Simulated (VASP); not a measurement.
Here is a VASP 6.6.1 calculation.

The input INCAR:

```
PREC = Accurate ; ENCUT = 520
EDIFF = 1E-6 ; ISMEAR = -1
SIGMA = 0.02 ; LREAL = F
LASPH = T ; NELM = 80
ALGO = Normal ; ISIF = 2
LWAVE = F ; LCHARG = T
LDIPOL = T ; IDIPOL = 3
DIPOL = 0.5 0.5 0.344 ; GGA = PS
LELF = T ; LVHAR = T
LVACPOTAV = T ; NBANDS = 22
```

The input KPOINTS:

```
Automatic mesh
0
Gamma
  6 6 1
```

File POSCAR:

```
Bi
1.0
    4.2653672731      0.0000000000      0.0000000000
   -2.1326836365      3.6939164149      0.0000000000
    0.0000000000      0.0000000000     27.0530695984
Bi
2
Direct
    0.3333333333      0.6666666667      0.3125422935
    0.6666666667      0.3333333333      0.3759760549
```

Potentials or basis: VASP PAW PBE potentials, release 64 (Bi_d).

The run is started by

```console
$ cat potpaw_PBE.64/Bi_d/POTCAR > POTCAR
$ mpirun -np 1 vasp_std > vasp.out
```

Problem. Estimate the band gap on the k mesh.

Solution. 0.57 eV, direct.

Problem. Predict the largest force.

Solution. 0.016 eV/Å.

Forces in eV/Å, atoms in the order of the input:
```
Bi   0.000  0.000 -0.016
Bi   0.000  0.000  0.016
```

Caveat: the PAW data sets were made with another functional, which shifts forces and pressure a little; spin-orbit coupling is left out, which moves the levels of the heavy elements.
